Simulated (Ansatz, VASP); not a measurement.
**Two plane-wave programs on BeS**

POSCAR

```
BeS
1.0
    0.0000000000      2.4341052400      2.4341052400
    2.4341052400      0.0000000000      2.4341052400
    2.4341052400      2.4341052400      0.0000000000
Be S
1 1
Direct
    0.0000000000      0.0000000000      0.0000000000
    0.2500000000      0.2500000000      0.2500000000
```

INCAR.step1

```
  PREC = Accurate
  ENCUT = 520
  ISMEAR = -1
  SIGMA = 0.02
  LREAL = F
  LASPH = T
  NELM = 60
  NBANDS = 11
  GGA = PE
  ALGO = Normal
  EDIFF = 1E-4
  LWAVE = T
  LCHARG = F
```

The input INCAR.step2:

```
  PREC = Accurate
  ENCUT = 520
  EDIFF = 1E-6
  ISMEAR = -1
  SIGMA = 0.02
  LREAL = F
  LASPH = T
  NELM = 60
  ALGO = Normal
  ISIF = 2
  LWAVE = F
  LCHARG = F
  METAGGA = R2SCAN
  LMIXTAU = T
  NBANDS = 11
  ISTART = 1
```

KPOINTS

```
Automatic mesh
0
Gamma
  10 10 10
```

Input for Ansatz:

```yaml
crystal:
  lattice:
    - [0.0, 2.43410524, 2.43410524]
    - [2.43410524, 0.0, 2.43410524]
    - [2.43410524, 2.43410524, 0.0]
  atoms:
    - { symbol: Be, position: [0.0, 0.0, 0.0] }
    - { symbol: S, position: [0.25, 0.25, 0.25] }
  symmetry: { tolerance: 0.0003 }
hamiltonian:
  xc: r2scan
  pseudopotentials: { kind: paw, azcp: { folder: soft_1 } }
basis:
  ecutwfc: 500
magnetization:
  spin_polarized: false
scf:
  occupations: { method: fermi_dirac, width: 0.02 }
kpoints:
  mp_grid: { grid: [10, 10, 10], shift: [0, 0, 0] }
  band_path:
    path:
      - [0.0, 0.0, 0.0]
      - [-0.5, -0.5, 0.0]
      - [-0.375, -0.375, 0.25]
      - [-0.375, 0.0, 0.375]
      - [0.0, 0.0, 0.0]
      - [0.0, 0.0, 0.5]
      - [-0.5, -0.25, 0.25]
      - [-0.5, -0.5, 0.0]
    npoints: 15
output:
  forces: true
  stress: true
  eigenvalues: true
  bader: true
  populations: true
  elf: true
  write_potential: true
  write_density: true
  volumetric_format: npy
  dos:
    e_range: [-12, 8]
    de: 0.05
    projected: { site_lists: { Be: [Be], S: [S] } }
```

Alike in both runs: task single point; functional r2SCAN; k mesh 10 × 10 × 10; occupations fermi-dirac, width 0.02 eV; no spin polarisation.

```csv
,VASP,Ansatz
version,VASP 6.6.1,Ansatz 0.2.0
potentials or method,"VASP PAW PBE potentials, release 64 (Be, S), cutoff 520 eV",PAW plane waves
valence electrons in the cell,8,8
```

Ansatz gave:

- gap on the k mesh at the Fermi level (eV): 3.59
- pressure (GPa): 0.0

Task: What did VASP give for the same quantities?

Result: gap on the k mesh at the Fermi level (eV): 3.60; pressure (GPa): 0.3.

VASP's potentials were made for PBE, not for r2SCAN.
